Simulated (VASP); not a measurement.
BN (Qingsongite):

```
CELL_PARAMETERS angstrom
0.00000 1.70375 1.70375
1.70375 0.00000 1.70375
1.70375 1.70375 0.00000
ATOMIC_POSITIONS crystal
B 0.00000 0.00000 0.00000
N 0.25000 0.25000 0.25000
```

This cell differs from its parent crystal: strain -5.6%.

Base run:

- Program: VASP 6.6.1
- Functional: r2SCAN
- Potentials or basis: VASP PAW PBE potentials, release 64 (B, N)
- Cutoff: 520 eV
- k mesh: 12 × 12 × 12
- Occupations: gaussian, width 0.01 eV
- Spin: no spin polarisation

Its results: band gap on the k mesh 5.17 eV, indirect (least direct gap 10.40 eV); pressure 94.4 GPa.

Question: The run is repeated on the same cell with these changes: functional from r2SCAN to PBE; occupations from gaussian, width 0.01 eV to fermi-dirac, width 0.02 eV. What comes out?

Answer: Band gap on the k mesh 4.63 eV, indirect (least direct gap 9.67 eV); pressure 97.3 GPa.

Caveats: the PAW data sets were made with another functional, which shifts forces and pressure a little (some runs).

A k mesh can miss the band edges.
